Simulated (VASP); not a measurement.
## NaI: electric field gradients with LDA

Crystal: NaI.

```
Na I
1.0
     0.00000    3.23640    3.26876
     3.23640    0.00000    3.26876
     3.23640    3.23640    0.00000
Na I
1 1
Cartesian
  0.0000 0.0000 0.0000
  3.2364 3.2364 3.2688
```

This cell differs from its parent crystal: zz strain of +1 %.

| Quantity | Value |
| --- | --- |
| Program | VASP 6.6.1 |
| Task | electric field gradients |
| Functional | LDA |
| Potentials or basis | VASP PAW LDA potentials, release 64 (Na_pv, I) |
| Cutoff | 520 eV |
| k mesh | 8 × 8 × 8 |
| Occupations | fermi-dirac, width 0.02 eV |
| Spin | no spin polarisation |
| Dipole correction | no |
| Further INCAR settings | ALGO = Normal; EDIFF = 1e-08; NBANDS = 14 |

| Property | Result |
| --- | --- |
| Pressure | -1.7 GPa |
| Band gap on the k mesh | 3.31 eV |
| Largest electric field gradient by atom | Na +0.6; I -1.1 V/Å² |

Stress tensor (GPa, compression positive):
```
-1.69  0.00  0.00
 0.00 -1.69  0.00
 0.00  0.00 -1.86
```

Levels at points of the mesh, in eV from the valence-band top:
| k point | band 3 | band 4 | band 5 | band 6 | band 7 | band 8 | band 9 | band 10 | band 11 | band 12 |
| --- | --- | --- | --- | --- | --- | --- | --- | --- | --- | --- |
| (0.00, 0.00, 0.00) | -22.41 | -11.07 | -0.01 | -0.01 | 0.00 | 3.31 | 7.75 | 7.81 | 7.81 | 9.58 |
| (0.50, 0.00, 0.00) | -22.41 | -10.76 | -2.22 | -0.30 | -0.28 | 4.85 | 7.22 | 7.30 | 8.39 | 10.02 |
| (0.50, 0.50, 0.00) | -22.41 | -10.69 | -1.93 | -0.74 | -0.74 | 4.26 | 5.40 | 9.49 | 10.98 | 10.98 |
| (0.50, 0.00, 0.50) | -22.41 | -10.68 | -1.93 | -0.79 | -0.75 | 4.24 | 5.38 | 9.57 | 10.86 | 11.02 |

Electric field gradients, principal values (V/Å²):
```tsv
atom	least	middle	greatest (by size)
1 Na	-0.309	-0.314	0.623
2 I	0.568	0.569	-1.137
```

It took 24 s on 1 thread of Intel(R) Xeon(R) Platinum 8488C (Sapphire Rapids), with other jobs on the host, peak memory 0.2 GiB.

Caveat: the cell differs from its parent crystal (zz strain of +1 %); without QUAD_EFG the Cq values of the log hold for a quadrupole moment of 1 mb, not for the nuclei; spin-orbit coupling is left out, which moves the levels of the heavy elements.
